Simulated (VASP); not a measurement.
# AgI (P6_3mc) in VASP: further runs

Runs on AgI. Level: PBEsol. Tasks: single point, relaxation of cell and atoms.

Everything below comes from runs of VASP 6.6.1. Logs are shortened: lines on timing, memory, paths and dates and some standing lists are left out, and cuts for length are marked.

## 1. The cell of the first run

It takes space group P6_3mc (No. 186, hexagonal). The conventional cell has a = 4.560 Å, b = 4.560 Å, c = 7.454 Å, α = 90.00°, β = 90.00°, γ = 120.00°. Ag (site symmetry 3m) has 4 I at 2.79 Å within 3.7 Å. Within 3.7 Å of I (site symmetry 3m) lie 4 Ag at 2.79 Å.

## 2. Single point, PBEsol

File INCAR:

```
PREC = Accurate
ENCUT = 500
EDIFF = 1E-6
ISMEAR = 0
SIGMA = 0.01
LREAL = F
LASPH = T
NELM = 120
ALGO = Normal
ISIF = 2
LWAVE = F
LCHARG = T
GGA = PS
LELF = T
LVHAR = T
NBANDS = 26
GGA_COMPAT = F
```

File KPOINTS:

```
Automatic mesh
0
Gamma
  6 6 4
```

File POSCAR:

```
AgI
1.0
    4.5595099457      0.0000000000      0.0000000000
   -2.2797549728      3.9486514418      0.0000000000
    0.0000000000      0.0000000000      7.4538899521
Ag I
2 2
Direct
    0.6666666667      0.3333333333      0.6275647858
    0.3333333333      0.6666666667      0.1275647858
    0.6666666667      0.3333333333      0.0024352142
    0.3333333333      0.6666666667      0.5024352142
```

Potentials or basis: VASP PAW PBE potentials, release 64 (Ag, I).

Run with:

```bash
$ cat potpaw_PBE.64/Ag/POTCAR potpaw_PBE.64/I/POTCAR > POTCAR
$ mpirun -np 1 vasp_std > vasp.out
```

OUTCAR:

```text
PREC = Accurate
   ENCUT = 500
   EDIFF = 1E-6
   ISMEAR = 0
   LREAL = F
   LASPH = T
   NELM = 120
   ISIF = 2
   GGA = PS

 ion  position               nearest neighbor table
   1  0.667  0.333  0.628-   4 2.79   4 2.79   4 2.79   3 2.79
   2  0.333  0.667  0.128-   3 2.79   3 2.79   3 2.79   4 2.79
   3  0.667  0.333  0.002-   2 2.79   2 2.79   2 2.79   1 2.79
   4  0.333  0.667  0.502-   1 2.79   1 2.79   1 2.79   2 2.79

  LATTYP: Found a hexagonal cell.
 ALAT       =     4.5595099457
 C/A-ratio  =     1.6348006783

  Lattice vectors:

 A1 = (   4.5595099457,   0.0000000000,   0.0000000000)
 A2 = (  -2.2797549728,   3.9486514418,   0.0000000000)
 A3 = (   0.0000000000,   0.0000000000,   7.4538899521)

Analysis of symmetry for initial positions (statically):
=====================================================================
 Subroutine PRICEL returns:
 Original cell was already a primitive cell.

 Routine SETGRP: Setting up the symmetry group for a
 hexagonal supercell.

 Subroutine GETGRP returns: Found 12 space group operations
 (whereof  6 operations were pure point group operations)
 out of a pool of 24 trial point group operations.

The static configuration has the point symmetry C_3v.
 The point group associated with its full space group is C_6v.

Analysis of symmetry for dynamics (positions and initial velocities):
=====================================================================
 Subroutine PRICEL returns:
 Original cell was already a primitive cell.

 Routine SETGRP: Setting up the symmetry group for a
 hexagonal supercell.

 Subroutine GETGRP returns: Found 12 space group operations
 (whereof  6 operations were pure point group operations)
 out of a pool of 24 trial point group operations.

The dynamic configuration has the point symmetry C_3v.
 The point group associated with its full space group is C_6v.

 Subroutine INISYM returns: Found 12 space group operations
 (whereof  6 operations are pure point group operations),
 and found     1 'primitive' translations

----------------------------------------------------------------------------------------

                                     Primitive cell

  volume of cell :     134.1992

  direct lattice vectors                    reciprocal lattice vectors
     4.559509946  0.000000000  0.000000000     0.219321816  0.126625509  0.000000000
    -2.279754973  3.948651442  0.000000000     0.000000000  0.253251019  0.000000000
     0.000000000  0.000000000  7.453889952     0.000000000  0.000000000  0.134158138

  length of vectors
     4.559509946  4.559509946  7.453889952     0.253251019  0.253251019  0.134158138

  position of ions in fractional coordinates (direct lattice)
     0.666666667  0.333333333  0.627564786
     0.333333333  0.666666667  0.127564786
     0.666666667  0.333333333  0.002435214
     0.333333333  0.666666667  0.502435214

  ion indices of the primitive-cell ions
   primitive index   ion index
                 1           1
                 2           2
                 3           3
                 4           4

----------------------------------------------------------------------------------------

 KPOINTS: Automatic mesh

Automatic generation of k-mesh.
 Grid dimensions read from file:
 generate k-points for:    6    6    4

 Generating k-lattice:

  Cartesian coordinates                     Fractional coordinates (reciprocal lattice)
     0.036553636  0.021104252  0.000000000     0.166666667 -0.000000000  0.000000000
     0.000000000  0.042208503  0.000000000     0.000000000  0.166666667  0.000000000
     0.000000000  0.000000000  0.033539535     0.000000000  0.000000000  0.250000000

  Length of vectors
     0.042208503  0.042208503  0.033539535

  Shift w.r.t. Gamma in fractional coordinates (k-lattice)
     0.000000000  0.000000000  0.000000000

 Subroutine IBZKPT returns following result:
 ===========================================

 Found     21 irreducible k-points:

 Following reciprocal coordinates:
            Coordinates               Weight
  0.000000  0.000000  0.000000      1.000000
  0.166667 -0.000000  0.000000      6.000000
  0.333333  0.000000  0.000000      6.000000
  0.500000 -0.000000  0.000000      3.000000
  0.166667  0.166667  0.000000      6.000000
  0.333333  0.166667  0.000000     12.000000
[... 13 lines left out ...]
  0.333333  0.166667  0.500000     12.000000
  0.333333  0.333333  0.500000      2.000000
   k-points           NKPTS =     21   k-points in BZ     NKDIM =     21   number of bands    NBANDS=     26
   number of dos      NEDOS =    301   number of ions     NIONS =      4
   total plane-waves  NPLWV =  69984
   dimension x,y,z NGX =    36 NGY =   36 NGZ =   54
   dimension x,y,z NGXF=    72 NGYF=   72 NGZF=  108
   ions per type =               2   2
   NGX,Y,Z   is equivalent  to a cutoff of  13.13, 13.13, 12.04 a.u.
   NGXF,Y,Z  is equivalent  to a cutoff of  26.25, 26.25, 24.09 a.u.
 SYSTEM =  unknown system
   PREC   = accura    normal or accurate (medium, high low for compatibility)
   ISTART =      0    job   : 0-new  1-cont  2-samecut
   ICHARG =      2    charge: 1-file 2-atom 10-const
   ISPIN  =      1    spin polarized calculation?
   LNONCOLLINEAR =      F non collinear calculations
   LSORBIT =      F    spin-orbit coupling
   LASPH  =      T    aspherical Exc in radial PAW
   ENCUT  =  500.0 eV  36.75 Ry    6.06 a.u.   8.31  8.31 13.59*2*pi/ulx,y,z
   NELM   =    120;   NELMIN=  2; NELMDL= -5     # of ELM steps
   EDIFF  = 0.1E-05   stopping-criterion for ELM
   LREAL  =      F    real-space projection
   EDIFFG = 0.1E-04   stopping-criterion for IOM
   NSW    =      0    number of steps for IOM
   IBRION =     -1    ionic relax: 0-MD 1-quasi-New 2-CG
   NFREE  =      0    steps in history (QN), initial steepest desc. (CG)
   ISIF   =      2    stress and relaxation
   ISYM   =      2    0-nonsym 1-usesym 2-fastsym
   POTIM  = 0.5000    time-step for ionic-motion
   TEBEG  =    0.0;   TEEND  =   0.0 temperature during run
   PSTRESS=    0.0 pullay stress
   NELECT =      36.0000    total number of electrons
   NUPDOWN=      -1.0000    fix difference up-down
   EMIN   =  10.00;   EMAX   =-10.00  energy-range for DOS
   EFERMI =   0.00;   METHOD = LEGACY
   ISMEAR =     0;   SIGMA  =   0.01  broadening in eV -4-tet -1-fermi 0-gaus
   EFERMI_NEDOS =   21; number of points for ismear=-14 and -15
   IALGO  =     38    algorithm
   IMIX   =      4    mixing-type and parameters
     AMIX     =   0.40;   BMIX     =  1.00
     AMIX_MAG =   1.60;   BMIX_MAG =  1.00
  volume/ion in A,a.u.               =      33.55       226.41
  Fermi-wavevector in a.u.,A,eV,Ry     =   1.055826  1.995222 15.167347  1.114769
  Thomas-Fermi vector in A             =   2.191039
   LORBIT       =      0    0 simple, 1 ext, 2 COOP (PROOUT), +10 PAW based schemes
   GGA     = PS    functional components
   LHFCALC =     F    Hartree Fock is set to
   AEXX    =    0.0000 exact exchange contribution
   IVDW    =     0    specifies the selected vdW correction
   LEPSILON=     F    determine dielectric tensor
   LRPA    =     F    only Hartree local field effects (RPA)
 non-spin polarized calculation
 Gauss-broadening in eV      SIGMA  =   0.01
  energy-cutoff  :      500.00
  volume of cell :      134.20
 maximum number of plane-waves:      3424
 NGX is ok and might be reduce to    36
   NGX = 17   NGY = 17   NGZ = 27

 number of electron      36.0000003 magnetization

 Free energy of the ion-electron system (eV)
  ---------------------------------------------------
  ext. energy  EPLUGINS =         0.00000000
  ---------------------------------------------------
  free energy    TOTEN  =       -10.90835128 eV

  energy without entropy =      -10.90835128  energy(sigma->0) =      -10.90835128

 E-fermi :   3.2822     XC(G=0):  -8.7257

 val. band max:        3.2394659052   @ k =   0.0000   0.0000   0.0000
 cond. band min:       4.4722243324   @ k =   0.0000   0.0000   0.0000
 fundamental gap:      1.2327584271
 Fermi energy:         3.2821709508

 k-point     1 :       0.0000    0.0000    0.0000
  band No.  band energies     occupation
      1      -9.7275      2.00000
      2      -9.4138      2.00000
      3      -1.1084      2.00000
      4      -1.1046      2.00000
      5      -1.1046      2.00000
      6      -1.0891      2.00000
[... 18 lines left out ...]
     25       9.8010      0.00000
     26      10.5164      0.00000

 k-point     2 :       0.1667   -0.0000    0.0000
  band No.  band energies     occupation
      1      -9.6606      2.00000
      2      -9.3811      2.00000
      3      -1.1700      2.00000
      4      -1.0672      2.00000
      5      -1.0592      2.00000
      6      -0.9814      2.00000
[... 18 lines left out ...]
     25      10.0841      0.00000
     26      10.3530      0.00000

 k-point     3 :       0.3333    0.0000    0.0000
  band No.  band energies     occupation
      1      -9.5107      2.00000
      2      -9.3251      2.00000
      3      -1.2550      2.00000
      4      -1.0861      2.00000
      5      -0.9757      2.00000
      6      -0.8640      2.00000
[... 18 lines left out ...]
     25      10.5090      0.00000
     26      11.0087      0.00000

 k-point     4 :       0.5000   -0.0000    0.0000
  band No.  band energies     occupation
      1      -9.4168      2.00000
      2      -9.3124      2.00000
      3      -1.2388      2.00000
      4      -1.1490      2.00000
      5      -0.9397      2.00000
      6      -0.7672      2.00000
[... 18 lines left out ...]
     25      10.6943      0.00000
     26      12.3634      0.00000
[... 409 lines left out ...]
      1      -9.4446      2.00000
      2      -9.4446      2.00000
      3      -1.2796      2.00000
      4      -1.2796      2.00000
      5      -0.9593      2.00000
      6      -0.9593      2.00000
[... 18 lines left out ...]
     25      10.2231      0.00000
     26      10.2231      0.00000

 k-point    20 :       0.3333    0.1667    0.5000
  band No.  band energies     occupation
      1      -9.3631      2.00000
      2      -9.3631      2.00000
      3      -1.2718      2.00000
      4      -1.2718      2.00000
      5      -0.8881      2.00000
      6      -0.8881      2.00000
[... 18 lines left out ...]
     25      10.6527      0.00000
     26      10.6527      0.00000

 k-point    21 :       0.3333    0.3333    0.5000
  band No.  band energies     occupation
      1      -9.3358      2.00000
      2      -9.3358      2.00000
      3      -1.1507      2.00000
      4      -1.1507      2.00000
      5      -0.9519      2.00000
      6      -0.9519      2.00000
[... 18 lines left out ...]
     25      11.3232      0.00000
     26      11.3232      0.00000

------------------------ aborting loop because EDIFF is reached ----------------------------------------

  FORCE on cell =-STRESS in cart. coord.  units (eV):
  Direction    XX          YY          ZZ          XY          YZ          ZX
  --------------------------------------------------------------------------------------
  -------------------------------------------------------------------------------------
  Total       -0.0306481     -0.0306481     -0.0358674     -0.0000000     -0.0000000      0.0000000
  in kB       -0.3659017     -0.3659017     -0.4282141     -0.0000000     -0.0000000      0.0000000
  external PRESSURE =      -0.3866725 kB  Pullay stress =       0.0000000 kB

 VOLUME and BASIS-vectors are now :
 -----------------------------------------------------------------------------
  energy-cutoff  :      500.00
  volume of cell :      134.20
      direct lattice vectors                 reciprocal lattice vectors
     4.559509946  0.000000000  0.000000000     0.219321816  0.126625509  0.000000000
    -2.279754973  3.948651442  0.000000000     0.000000000  0.253251019  0.000000000
     0.000000000  0.000000000  7.453889952     0.000000000  0.000000000  0.134158138

 POSITION                                       TOTAL-FORCE (eV/Angst)
 -----------------------------------------------------------------------------------
      2.27975      1.31622      4.67780         0.000000      0.000000     -0.000388
     -0.00000      2.63243      0.95085         0.000000     -0.000000     -0.000388
      2.27975      1.31622      0.01815        -0.000000      0.000000      0.000388
     -0.00000      2.63243      3.74510         0.000000     -0.000000      0.000388
 -----------------------------------------------------------------------------------
    total drift:                               -0.000000      0.000000      0.001966

  FREE ENERGIE OF THE ION-ELECTRON SYSTEM (eV)
  ---------------------------------------------------
  free  energy   TOTEN  =       -10.9083512779 eV

  energy  without entropy=      -10.9083512779  energy(sigma->0) =      -10.90835128
```

Wall time 2.4 min (1 thread of Oxide Virtual Turin-like, shared host); peak memory 0.24 GiB.

Results:

```yaml
Free_energy: -10.9084 eV
Pressure: 0.0 GPa
Band_gap_on_the_k_mesh: 1.23 eV
```

Levels at points of the mesh, in eV from the valence-band top:
| k point | band 16 | band 17 | band 18 | band 19 | band 20 | band 21 |
| --- | --- | --- | --- | --- | --- | --- |
| (0.00, 0.00, 0.00) | -0.07 | 0.00 | 0.00 | 1.23 | 2.51 | 5.63 |
| (0.50, 0.00, 0.00) | -1.88 | -1.10 | -0.76 | 3.25 | 3.46 | 4.67 |
| (0.00, 0.00, 0.50) | -0.39 | -0.39 | -0.39 | 2.56 | 2.56 | 5.52 |
| (0.50, 0.00, 0.50) | -1.31 | -1.30 | -1.30 | 3.13 | 3.13 | 4.74 |

Caveat: the PAW data sets were made with another functional, which shifts forces and pressure a little; spin-orbit coupling is left out, which moves the levels of the heavy elements.

## 3. Single point, PBEsol

File INCAR:

```
PREC     = Accurate       # precision mode
ENCUT    = 500            # plane-wave cutoff, eV
EDIFF    = 1E-6           # SCF threshold, eV
ISMEAR   = -1             # smearing method
SIGMA    = 0.08           # smearing width, eV
LREAL    = F              # projectors in reciprocal space
LASPH    = T              # aspherical terms in the spheres
NELM     = 120            # most SCF steps
ALGO     = Normal         # electronic algorithm
ISIF     = 2              # what is computed and relaxed
LWAVE    = F              # write WAVECAR
LCHARG   = T              # write CHGCAR
GGA      = PS             # functional
LELF     = T              # ELF
LVHAR    = T            
NBANDS   = 26             # bands
GGA_COMPAT= F
```

File KPOINTS:

```
Automatic mesh
0
Gamma
  8 8 4
```

File POSCAR:

```
AgI
1.0
    4.5590986754      0.0000000000      0.0000000000
   -2.2795493377      3.9482952713      0.0000000000
    0.0000000000      0.0000000000      7.4539340319
Ag I
2 2
Direct
    0.6666666667      0.3333333333      0.6275525798
    0.3333333333      0.6666666667      0.1275525798
    0.6666666667      0.3333333333      0.0024474202
    0.3333333333      0.6666666667      0.5024474202
```

Potentials or basis: VASP PAW PBE potentials, release 64 (Ag, I).

Run with:

```bash
$ cat potpaw_PBE.64/Ag/POTCAR potpaw_PBE.64/I/POTCAR > POTCAR
$ mpirun -np 1 vasp_std > vasp.out
```

Run time: 2.7 min. Hardware: 1 thread of Oxide Virtual Turin-like, shared host; peak memory 0.25 GiB.

It converged, with:

```yaml
Free_energy: -10.9096 eV
Pressure: 0.0 GPa
Band_gap_on_the_k_mesh: 1.23 eV
```

Levels at points of the mesh, in eV from the valence-band top:
```
           k point  band 14  band 15  band 16  band 17  band 18  band 19  band 20  band 21  band 22  band 23
(0.00, 0.00, 0.00)    -0.75    -0.75    -0.07     0.00     0.00     1.23     2.51     5.63     5.63     5.78
(0.50, 0.00, 0.00)    -2.73    -2.31    -1.88    -1.10    -0.76     3.25     3.46     4.67     5.83     6.13
(0.00, 0.00, 0.50)    -1.77    -0.39    -0.39    -0.39    -0.39     2.56     2.56     5.52     5.52     5.94
(0.50, 0.00, 0.50)    -2.92    -1.31    -1.31    -1.30    -1.30     3.13     3.13     4.74     4.74     7.26
```

Caveat: the PAW data sets were made with another functional, which shifts forces and pressure a little; spin-orbit coupling is left out, which moves the levels of the heavy elements.

## 4. Relaxation of cell and atoms, PBEsol

This run uses another cell than the first one, of 34.30 Å³/atom.

File INCAR:

```
PREC = Accurate
ENCUT = 500
EDIFF = 1E-7
ISMEAR = 0
SIGMA = 0.01
LREAL = False
LASPH = True
NELM = 120
ALGO = Normal
ISIF = 3
LWAVE = False
LCHARG = False
GGA = PS
IBRION = 2
NSW = 100
EDIFFG = -0.002
GGA_COMPAT = False
NELMIN = 4
```

File KPOINTS:

```
regular mesh
0
Gamma
  6 6 4
```

File POSCAR:

```
AgI
1.0
    4.5900000000      0.0000000000      0.0000000000
   -2.2950000000      3.9750566034      0.0000000000
    0.0000000000      0.0000000000      7.5200000000
Ag I
2 2
Direct
    0.6666666667      0.3333333333      0.6300000000
    0.3333333333      0.6666666667      0.1300000000
    0.6666666667      0.3333333333      0.0000000000
    0.3333333333      0.6666666667      0.5000000000
```

Run with:

```bash
$ cat potpaw_PBE.64/Ag/POTCAR potpaw_PBE.64/I/POTCAR > POTCAR
$ mpirun -np 1 vasp_std > vasp.out
```

Wall time 16 min (1 thread of Oxide Virtual Turin-like, shared host); peak memory 0.26 GiB.

The run converged. Its results:

- Free energy: -10.9087 eV
- Relaxed volume: 33.52 Å³/atom
- Relaxed cell: a = 4.559 Å, b = 4.559 Å, c = 7.447 Å, α = 90.00°, β = 90.00°, γ = 120.00°
- Space group after relaxing (to 0.1 Å): P6_3mc (No. 186)
- Energy gained by relaxing: 2.5 meV/atom
- Ionic steps: 16
- Pressure after relaxing: 0.0 GPa
- Band gap on the k mesh: 1.23 eV

The path:
```
step  energy change (eV)  largest force (eV/Å)  pressure (GPa)  volume (Å³)
   1              0.0000                0.0781           -0.74       137.21
   2             -0.0092                0.0391            0.00       134.07
   3             -0.0093                0.0367            0.03       133.90
   4             -0.0093                0.0358            0.05       133.84
   5             -0.0095                0.0195            0.02       133.95
   6             -0.0096                0.0103            0.00       134.01
   7             -0.0097                0.0099           -0.01       134.05
   8             -0.0099                0.0087           -0.03       134.14
   9             -0.0100                0.0064           -0.07       134.34
  10             -0.0101                0.0036           -0.03       134.18
  11             -0.0101                0.0024           -0.02       134.11
  12             -0.0101                0.0000            0.02       133.97
  13             -0.0101                0.0015            0.00       134.06
  14             -0.0101                0.0017           -0.01       134.07
  15             -0.0101                0.0002            0.00       134.07
  16             -0.0101                0.0016            0.00       134.06
```

Final structure:
```
CELL_PARAMETERS angstrom
4.55928 0.00000 0.00000
-2.27964 3.94845 0.00000
0.00000 0.00000 7.44702
ATOMIC_POSITIONS crystal
Ag 0.66667 0.33333 0.62739
Ag 0.33333 0.66667 0.12739
I 0.66667 0.33333 0.00261
I 0.33333 0.66667 0.50261
```

Levels at points of the mesh, in eV from the valence-band top:
```tsv
k point	band 16	band 17	band 18	band 19	band 20	band 21
(0.00, 0.00, 0.00)	-0.07	0.00	0.00	1.23	2.50	5.63
(0.50, 0.00, 0.00)	-1.88	-1.10	-0.76	3.25	3.46	4.67
(0.00, 0.00, 0.50)	-0.39	-0.39	-0.39	2.55	2.55	5.52
(0.50, 0.00, 0.50)	-1.32	-1.30	-1.30	3.13	3.13	4.74
```

Caveat: the PAW data sets were made with another functional, which shifts forces and pressure a little; spin-orbit coupling is left out, which moves the levels of the heavy elements.

## 5. Overview

| task | cell | k mesh | smearing | gap on the mesh (eV) | pressure (GPa) |
| --- | --- | --- | --- | --- | --- |
| single point | a = 4.560, b = 4.560, c = 7.454 Å, angles 90.0, 90.0, 120.0°, 4 atoms, atomic positions A | 6 × 6 × 4 | gaussian 0.01 eV | 1.23 | 0.0 |
| single point | a = 4.559, b = 4.559, c = 7.454 Å, angles 90.0, 90.0, 120.0°, 4 atoms, atomic positions A | 8 × 8 × 4 | fermi-dirac 0.08 eV | 1.23 | 0.0 |
| relaxation of cell and atoms | relaxed from a = 4.590, b = 4.590, c = 7.520 Å, angles 90.0, 90.0, 120.0°, 4 atoms, atomic positions B | 6 × 6 × 4 | gaussian 0.01 eV | 1.23 | 0.0 |

Alike in all rows: level PBEsol; potentials or basis VASP PAW PBE potentials, release 64 (Ag, I); no spin polarisation; cutoff (eV) 500.

Caveats: the PAW data sets were made with another functional, which shifts forces and pressure a little; spin-orbit coupling is left out, which moves the levels of the heavy elements.

Absolute energies hang on the potentials; compare differences alone.
